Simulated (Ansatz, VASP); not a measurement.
One calculation of BiTe, two programs

```
Bi Te
1.0
     5.50608    0.00000    0.00000
    -2.75304    4.72072    0.00000
     0.00000    0.00000    6.44298
Bi Te
2 2
Cartesian
  2.7530 1.5736 0.4033
  0.0000 3.1471 3.6248
  2.7530 1.5736 3.6248
  0.0000 3.1471 0.4033
```

Change from the starting cell: strain e2 = -0.01, atoms carried along.

Alike in both runs: task single point; functional PBE; k mesh 8 × 8 × 4; occupations gaussian, width 0.05 eV; no spin polarisation.

```csv
,VASP,Ansatz
version,VASP 6.6.1,Ansatz 0.2.0
potentials or method,"VASP PAW PBE potentials, release 64 (Bi_d, Te), cutoff 520 eV","scalar-relativistic, plane waves, PAW"
valence electrons in the cell,42,62
```

|  | VASP | Ansatz | Ansatz less VASP |
| --- | --- | --- | --- |
| gap on the k mesh at the Fermi level (eV) | none | none | - |
| pressure (GPa) | 0.3 | 0.3 | +0.04 |
| traceless stress, the component that is largest in VASP (GPa) | -0.33 | -0.33 | -0.001 |
| rms of the force components (eV/Å) | 0.008 | 0.008 | 0.0000 |

Atom by atom the forces differ by 0.000 eV/Å (rms over components). A gap of «none» marks a metal or a gap that the smearing closes. With one functional, cell and mesh, what is left measures potentials, basis and numerics. VASP's potentials hold 42 valence electrons a cell and Ansatz's 62, so a difference there can come from the potentials and not from the codes.

Neither program's run includes spin-orbit coupling.
